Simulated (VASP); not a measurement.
Here is a VASP 6.6.1 calculation.

Contents of INCAR:

```
SYSTEM = YN
ALGO = Normal
EDIFF = 1E-6
ENCUT = 600
GGA = PE
GGA_COMPAT = .False.
ISIF = 2
ISMEAR = 0
LASPH = .True.
LCHARG = .True.
LELF = .True.
LREAL = .False.
LVHAR = .True.
LWAVE = .False.
NBANDS = 15
NELM = 120
PREC = Accurate
SIGMA = 0.01
```

Contents of KPOINTS:

```
k-points
0
Gamma
  6 6 6
  0 0 0
```

The input POSCAR:

```
YN
1.0
    0.0000000000      2.4385000000      2.4385000000
    2.4385000000      0.0000000000      2.4385000000
    2.4385000000      2.4385000000      0.0000000000
Y N
1 1
Direct
    0.0000000000      0.0000000000      0.0000000000
    0.5000000000      0.5000000000      0.5000000000
```

Potentials or basis: VASP PAW PBE potentials, release 64 (Y_sv, N).

The run is started by

```console
$ cat potpaw_PBE.64/Y_sv/POTCAR potpaw_PBE.64/N/POTCAR > POTCAR
$ mpirun -np 1 vasp_std > vasp.out
```

(1) Estimate the pressure.

(2) What does it give for the band gap on the k mesh?

## Answers

(1) 2.8 GPa.

(2) 0.16 eV, indirect (least direct gap 0.54 eV).
